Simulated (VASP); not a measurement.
BeS, 2 atoms in the cell. Symmetry: F-43m, No. 216, cubic system. The conventional cell has a = 4.945 Å, b = 4.945 Å, c = 4.945 Å, α = 90.00°, β = 90.00°, γ = 90.00°. Within 2.8 Å of S (site symmetry -43m) lie 4 Be at 2.14 Å. Be (site symmetry -43m) has 4 S at 2.14 Å within 2.8 Å.  This cell differs from its parent crystal: volume scaled by 1.06.

```yaml
Program: VASP 6.6.1
Task: single point
Functional: PBEsol
Dispersion: D4
Potentials_or_basis: VASP PAW PBE potentials, release 64 (S, Be)
Cutoff: 520 eV
k_mesh: 9 × 9 × 9
Occupations: methfessel-paxton, width 0.025 eV
Spin: collinear spin, ferromagnetic start
Starting_moments: "[1.0, 0.0] μB"
Fixed_moment: 1 μB
Dipole_correction: no
Further_INCAR_settings: ALGO = Normal; EDIFF = 1e-07; NBANDS = 15
```

Potentials or basis: VASP PAW PBE potentials, release 64 (S, Be).

Command:

```console
$ cat potpaw_PBE.64/S/POTCAR potpaw_PBE.64/Be/POTCAR > POTCAR
$ mpirun -np 1 vasp_std > vasp.out
```

Hardware: 1 thread of Intel Xeon 6975P-C (shared host).

Q: How long does it take, and how much memory?

A: Run time: 32 s on 1 thread of Intel Xeon 6975P-C (shared host), peak memory 0.17 GiB. Counts: scf iterations 14, k points 35.
